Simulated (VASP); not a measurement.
Input of a VASP 6.6.1 run:

The input POSCAR:

```
SiC
1.0
    2.8568528420      0.0000000000      0.0000000000
   -1.4284264210      2.4741071360      0.0000000000
    0.0000000000      0.0000000000      4.7019938879
Si C
2 2
Direct
    0.0000000000      0.0000000000      0.0000000000
    0.0000000000      0.0000000000      0.5000000000
    0.3333333333      0.6666666667      0.2500000000
    0.6666666667      0.3333333333      0.7500000000
```

The input INCAR.step1:

```
ALGO     = Normal         # electronic algorithm
EDIFF    = 1E-5           # SCF threshold, eV
ENCUT    = 520            # plane-wave cutoff, eV
GGA      = PE             # functional
ISIF     = 2              # what is computed and relaxed
ISMEAR   = -1             # smearing method
LASPH    = T              # aspherical terms in the spheres
LREAL    = F              # projectors in reciprocal space
LWAVE    = T              # write WAVECAR
NBANDS   = 16             # bands
NELM     = 80             # most SCF steps
PREC     = Accurate       # precision mode
SIGMA    = 0.02           # smearing width, eV
```

Contents of INCAR.step2:

```
ALGO     = Normal         # electronic algorithm
EDIFF    = 1E-7           # SCF threshold, eV
ENCUT    = 520            # plane-wave cutoff, eV
GGA      = PE             # functional
HFSCREEN = 0.2079         # screening, 1/A
ISIF     = 2              # what is computed and relaxed
ISMEAR   = -1             # smearing method
ISTART   = 1            
LASPH    = T              # aspherical terms in the spheres
LCHARG   = T              # write CHGCAR
LELF     = T              # ELF
LHFCALC  = T              # exact exchange
LREAL    = F              # projectors in reciprocal space
LVHAR    = T            
LWAVE    = F              # write WAVECAR
NBANDS   = 16             # bands
NELM     = 80             # most SCF steps
PREC     = Accurate       # precision mode
PRECFOCK = Normal       
SIGMA    = 0.02           # smearing width, eV
```

File KPOINTS:

```
k-points
0
Gamma
  6 6 4
```

Potentials or basis: VASP PAW PBE potentials, release 64 (Si, C).

The run is started by

```bash
$ cat potpaw_PBE.64/Si/POTCAR potpaw_PBE.64/C/POTCAR > POTCAR
$ cp INCAR.step1 INCAR
$ mpirun -np 1 vasp_std > vasp.out
$ cp INCAR.step2 INCAR
$ mpirun -np 1 vasp_std > vasp.out
```

(1) What does it give for the band gap on the k mesh?

(2) Estimate the pressure.

## Answers

(1) zero (bands 8 and 9 overlap by 1.03 eV).

(2) -3.5 GPa.

Caveat: the k points lie up to 0.42 Å⁻¹ apart, too coarse for converged energies and pressures of a metal; the PAW data sets were made with another functional, which shifts forces and pressure a little.
